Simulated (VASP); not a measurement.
Runs of VASP 6.6.1 on AgI. The structure is cubic, space group F-43m (No. 216). Conventional cell: a = 6.577 Å, b = 6.577 Å, c = 6.577 Å, α = 90.00°, β = 90.00°, γ = 90.00°. Within 3.8 Å of Ag (site symmetry -43m) lie 4 I at 2.85 Å. I (site symmetry -43m) has 4 Ag at 2.85 Å within 3.8 Å. 

```csv
level,smearing,share of exact exchange,screening parameter,gap on the mesh (eV),pressure (GPa)
HSE06,methfessel-paxton 0.346 eV,0.25,0.2079 1/Å,2.48,0.4
PBE-based screened hybrid with 40 % exact exchange,gaussian 0.01 eV,0.4,0.5 1/Å,2.36,0.6
PBE-based screened hybrid with 5 % exact exchange,gaussian 0.01 eV,0.05,0.5 1/Å,(a),0.6
HSE06,gaussian 0.01 eV,0.25,0.2079 1/Å,2.48,0.4
PBE-based screened hybrid with 40 % exact exchange,gaussian 0.01 eV,0.4,0.2078 1/Å,3.19,0.3
```

Alike in all rows: task single point; potentials or basis VASP PAW PBE potentials, release 64 (Ag, I); no spin polarisation; cell as given; k mesh 4 × 4 × 4; cutoff (eV) 400.

Task: Fill in the values left out.

Result: (a) 1.47.

Caveats: the structure was generated, so it needn't be the stable form of AgI; the PAW data sets were made with another functional, which shifts forces and pressure a little; spin-orbit coupling is left out, which moves the levels of the heavy elements.

A k mesh can miss the band edges, and the runs leave out spin-orbit coupling on Ag, I.
